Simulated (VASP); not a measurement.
**Si6SnO16 (a cell with a defect): relaxation of the atoms with PBE**

System: Si6SnO16 (a cell with a defect).

```
Si Sn O
1.0
    -4.17380   -4.17380    0.00000
     4.17380   -4.17380    0.00000
     0.00000    0.00000    5.33260
Si Sn O
6 1 16
Direct
  0.50000 0.50000 0.00000
  0.50000 0.50000 0.50000
  0.00000 0.00000 0.00000
  0.50000 0.00000 0.25000
  0.00000 0.00000 0.50000
  0.50000 0.00000 0.75000
  0.00000 0.50000 0.75000
  0.19330 0.50000 0.00000
  0.00000 0.19330 0.25000
  0.80670 0.50000 0.00000
  0.00000 0.80670 0.25000
  0.19330 0.50000 0.50000
  0.00000 0.19330 0.75000
  0.80670 0.50000 0.50000
  0.00000 0.80670 0.75000
  0.69330 0.00000 0.00000
  0.50000 0.69330 0.25000
  0.30670 0.00000 0.00000
  0.50000 0.30670 0.25000
  0.69330 0.00000 0.50000
  0.50000 0.69330 0.75000
  0.30670 0.00000 0.50000
  0.50000 0.30670 0.75000
```

```json
{
 "Program": "VASP 6.6.1",
 "Task": "relaxation of the atoms",
 "Functional": "PBE",
 "Potentials or basis": "VASP PAW PBE potentials, release 64 (Si, Sn_d, O)",
 "Cutoff": "520 eV",
 "k mesh": "2 × 2 × 3",
 "Occupations": "gaussian, width 0.05 eV",
 "Spin": "no spin polarisation",
 "Dipole correction": "no",
 "Further INCAR settings": "LREAL = Auto; ALGO = Normal; EDIFF = 1e-06; IBRION = 2; EDIFFG = -0.03; NSW = 80"
}
```

| Item | Value |
| --- | --- |
| Energy gained by relaxing | 214.3 meV/atom |
| Ionic steps | 13 |
| Pressure after relaxing | 31.4 GPa |
| Largest force after relaxing | 0.027 eV/Å |
| Band gap on the k mesh | zero (bands 67 and 68 overlap by 0.08 eV) |

Forces in eV/Å, atoms in the order of the input:
```
Si   0.000  0.000  0.013
Si   0.000  0.000 -0.013
Si   0.000  0.000 -0.027
Si   0.000  0.000  0.000
Si   0.000  0.000  0.027
Si   0.000  0.000  0.000
Sn   0.000  0.000  0.000
O    0.001  0.001 -0.003
O    0.015 -0.015  0.000
O   -0.001 -0.001 -0.003
O   -0.015  0.015  0.000
O    0.001  0.001  0.003
O    0.015 -0.015  0.000
O   -0.001 -0.001  0.003
O   -0.015  0.015  0.000
O   -0.007 -0.007 -0.001
O   -0.005  0.005  0.000
O    0.007  0.007 -0.001
O    0.005 -0.005  0.000
O   -0.007 -0.007  0.001
O    0.005 -0.005  0.000
O    0.007  0.007  0.001
O   -0.005  0.005  0.000
```

Stress tensor (GPa, compression positive):
```
34.76 -3.26  0.00
-3.26 34.76  0.00
 0.00  0.00 24.71
```

Step by step:
```
step  energy change (eV)  largest force (eV/Å)  pressure (GPa)
   1              0.0000               10.1666           39.82
   2              8.9874               23.4522           61.31
   3             -4.5709                3.4508           33.45
   4             -4.5733                3.2189           33.41
   5             -4.2903                4.5937           34.02
   6             -4.8833                0.6921           32.75
   7             -4.9156                0.3552           31.85
   8             -4.9180                0.2570           32.01
   9             -4.9276                0.1058           31.56
  10             -4.9277                0.1255           31.48
  11             -4.9299                0.0530           31.37
  12             -4.9300                0.0341           31.38
  13             -4.9300                0.0269           31.41
```

Final structure:
```yaml
crystal:
  lattice:
    - [-4.17380, -4.17380, 0.00000]
    - [4.17380, -4.17380, 0.00000]
    - [0.00000, 0.00000, 5.33260]
  atoms:
    - { symbol: Si, position: [0.50000, 0.50000, 0.00485] }
    - { symbol: Si, position: [0.50000, 0.50000, 0.49515] }
    - { symbol: Si, position: [0.00000, 0.00000, 0.00422] }
    - { symbol: Si, position: [0.50000, 0.00000, 0.25000] }
    - { symbol: Si, position: [0.00000, 0.00000, 0.49578] }
    - { symbol: Si, position: [0.50000, 0.00000, 0.75000] }
    - { symbol: Sn, position: [0.00000, 0.50000, 0.75000] }
    - { symbol: O, position: [0.21845, 0.50000, 0.03025] }
    - { symbol: O, position: [0.00000, 0.18619, 0.25000] }
    - { symbol: O, position: [0.78155, 0.50000, 0.03025] }
    - { symbol: O, position: [0.00000, 0.81381, 0.25000] }
    - { symbol: O, position: [0.21845, 0.50000, 0.46975] }
    - { symbol: O, position: [0.00000, 0.17720, 0.75000] }
    - { symbol: O, position: [0.78155, 0.50000, 0.46975] }
    - { symbol: O, position: [0.00000, 0.82280, 0.75000] }
    - { symbol: O, position: [0.69332, 0.00000, 0.99936] }
    - { symbol: O, position: [0.50000, 0.70270, 0.25000] }
    - { symbol: O, position: [0.30668, 0.00000, 0.99936] }
    - { symbol: O, position: [0.50000, 0.29730, 0.25000] }
    - { symbol: O, position: [0.69332, 0.00000, 0.50064] }
    - { symbol: O, position: [0.50000, 0.69604, 0.75000] }
    - { symbol: O, position: [0.30668, 0.00000, 0.50064] }
    - { symbol: O, position: [0.50000, 0.30396, 0.75000] }
```

Levels at points of the mesh, in eV from the Fermi level:
| k point | band 65 | band 66 | band 67 | band 68 | band 69 | band 70 |
| --- | --- | --- | --- | --- | --- | --- |
| (0.00, 0.00, 0.00) | -0.23 | -0.07 | 0.03 | 0.26 | 0.71 | 6.26 |
| (0.50, 0.00, 0.00) | -0.56 | -0.53 | -0.22 | 0.40 | 0.48 | 6.88 |
| (0.00, 0.50, 0.00) | -0.18 | -0.16 | -0.10 | 0.03 | 0.14 | 7.51 |
| (0.50, 0.50, 0.00) | -0.22 | -0.20 | 0.04 | 0.15 | 0.46 | 7.62 |

Wall time 9.6 min on 2 MPI ranks on Intel(R) Xeon(R) Platinum 8488C (Sapphire Rapids), with other jobs on the host, peak memory 0.34 GiB a rank.

Caveat: the k points lie up to 0.53 Å⁻¹ apart; spin-orbit coupling is left out, which moves the levels of the heavy elements.
